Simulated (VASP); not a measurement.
A run of VASP 6.6.1 is set up as follows.

INCAR

```
SYSTEM = SiBBr
ALGO     = Normal         ! electronic algorithm
EDIFF    = 1E-6           ! SCF threshold, eV
ENCUT    = 520            ! plane-wave cutoff, eV
GGA      = PE             ! functional
ISIF     = 2              ! what is computed and relaxed
ISMEAR   = 0              ! smearing method
LASPH    = .True.         ! aspherical terms in the spheres
LCHARG   = .False.        ! write CHGCAR
LREAL    = .False.        ! projectors in reciprocal space
LWAVE    = .False.        ! write WAVECAR
NBANDS   = 14             ! bands
NELM     = 80             ! most SCF steps
PREC     = Accurate       ! precision mode
SIGMA    = 0.1            ! smearing width, eV
```

KPOINTS

```
k-points
0
Gamma
  14 14 8
  0 0 0
```

Contents of POSCAR:

```
SiBBr
1.0
    3.4267870095      0.0000000000      0.0000000000
    0.0000000000      3.4267870095      0.0000000000
    0.0000000000      0.0000000000      5.4104989840
Si B Br
1 1 1
Direct
    0.0000000000      0.0000000000      0.5000000000
    0.5000000000      0.5000000000      0.0000000000
    0.0000000000      0.0000000000      0.0000000000
```

Potentials or basis: VASP PAW PBE potentials, release 64 (Si, B, Br).

Launch:

```bash
$ cat potpaw_PBE.64/Si/POTCAR potpaw_PBE.64/B/POTCAR potpaw_PBE.64/Br/POTCAR > POTCAR
$ mpirun -np 1 vasp_std > vasp.out
```

Q: What does it give for the band gap on the k mesh?

A: Zero (band 7 reaches 6.00 eV, above the bottom of band 8 at 2.75 eV).

Q: Estimate the pressure.

A: 0.0 GPa.
